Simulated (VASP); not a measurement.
Wanted: the native input for a VASP 6.6.1 run.

| Property | Result |
| --- | --- |
| Task | single point |
| Functional | PBE |
| Potentials or basis | VASP PAW PBE potentials, release 64 (V_sv, O) |
| Cutoff | 600 eV |
| k mesh | 6 × 6 × 10 |
| Occupations | gaussian, width 0.02 eV |
| Spin | collinear spin, ferromagnetic start |
| Starting moments | [-0.89, -0.89, 0.0, 0.0, 0.0, 0.0] μB |
| Hubbard terms | V d U = 3.25 eV |
| Dipole correction | no |
| Further INCAR settings | ALGO = Normal; EDIFF = 1e-06; NBANDS = 38 |

The structure of VO2 lies in POSCAR:

```
VO2
1.0
    4.3411157155      0.0000000000      0.0000000000
    0.0000000000      4.3411157155      0.0000000000
    0.0000000000      0.0000000000      2.9536156124
V O
2 4
Direct
    0.0000000000      0.0000000000      0.0000000000
    0.5000000000      0.5000000000      0.5000000000
    0.2989086101      0.2989086101      0.0000000000
    0.7010913899      0.7010913899      0.0000000000
    0.7989086101      0.2010913899      0.5000000000
    0.2010913899      0.7989086101      0.5000000000
```

One way to write it, as run:

INCAR

```
SYSTEM = VO2
PREC = Accurate
ENCUT = 600
EDIFF = 1E-6
ISMEAR = 0
SIGMA = 0.02
LREAL = .False.
LASPH = .True.
NELM = 200
ALGO = Normal
ISIF = 2
LWAVE = .False.
LCHARG = .False.
ISPIN = 2
MAGMOM = -0.89 -0.89 0 0 0 0
LORBIT = 11
LMAXMIX = 4
LDAU = .True.
LDAUTYPE = 2
LDAUL = 2 -1
LDAUU = 3.25 0
LDAUJ = 0 0
LDAUPRINT = 1
GGA = PE
NBANDS = 38
GGA_COMPAT = .False.
```

KPOINTS

```
regular mesh
0
Gamma
  6 6 10
  0 0 0
```

Potentials or basis: VASP PAW PBE potentials, release 64 (V_sv, O).

The run is started by

```sh
$ cat potpaw_PBE.64/V_sv/POTCAR potpaw_PBE.64/O/POTCAR > POTCAR
$ mpirun -np 1 vasp_std > vasp.out
```

It gave:

The pressure is 29.4 GPa, the largest force is 0.079 eV/Å and the band gap on the k mesh is 1.02 eV (least direct gap 1.26 eV). The net moment is -2.00 μB per cell, the site moments are V -1.04; O +0.04 μB and the valence electrons inside the program's atomic spheres are V 11.57; O 5.12.

Caveat: the cell stands under pressure.

Run time: 6.8 min on 1 thread of Oxide Virtual Turin-like Processor, on a shared host, peak memory 0.31 GiB.
